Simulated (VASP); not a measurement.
A run of VASP 6.6.1 is set up as follows.

File INCAR:

```
PREC     = Accurate       # precision mode
ENCUT    = 520            # plane-wave cutoff, eV
EDIFF    = 1E-6           # SCF threshold, eV
ISMEAR   = 0              # smearing method
SIGMA    = 0.05           # smearing width, eV
LREAL    = F              # projectors in reciprocal space
LASPH    = T              # aspherical terms in the spheres
NELM     = 60             # most SCF steps
ALGO     = Normal         # electronic algorithm
ISIF     = 2              # what is computed and relaxed
LWAVE    = F              # write WAVECAR
LCHARG   = F              # write CHGCAR
GGA      = PE             # functional
IVDW     = 12             # dispersion correction
NBANDS   = 26             # bands
```

Contents of KPOINTS:

```
regular mesh
0
Gamma
  4 4 8
```

The input POSCAR:

```
InSb
1.0
    5.5361869100      0.0000000000      0.0000000000
    0.0000000000      5.5383299548      0.0000000000
    0.0000000000      0.0000000000      3.3600438880
In Sb
2 2
Direct
    0.0000000000      0.0000000000      0.0005439466
    0.5000000000      0.5000000000     -0.0005439466
    0.5000000000      0.0000000000      0.6515175996
    0.0000000000      0.5000000000      0.3484824004
```

Potentials or basis: VASP PAW PBE potentials, release 64 (In_d, Sb).

Launch:

```console
$ cat potpaw_PBE.64/In_d/POTCAR potpaw_PBE.64/Sb/POTCAR > POTCAR
$ mpirun -np 1 vasp_std > vasp.out
```

Q: What does it give for the band gap on the k mesh?

A: Zero (band 18 reaches 10.42 eV, above the bottom of band 19 at 6.76 eV).

Q: What does it give for the dispersion energy per atom?

A: -0.441 eV.

Q: Estimate the pressure.

A: 2.0 GPa.

Forces on the atoms (eV/Å):
```
In   0.000  0.000  0.000
In   0.000  0.000  0.000
Sb   0.000  0.000 -0.004
Sb   0.000  0.000  0.004
```

Caveat: three body term missing; spin-orbit coupling is left out, which moves the levels of the heavy elements; pairwise dispersion overbinds metals, which lowers pressure and volume.
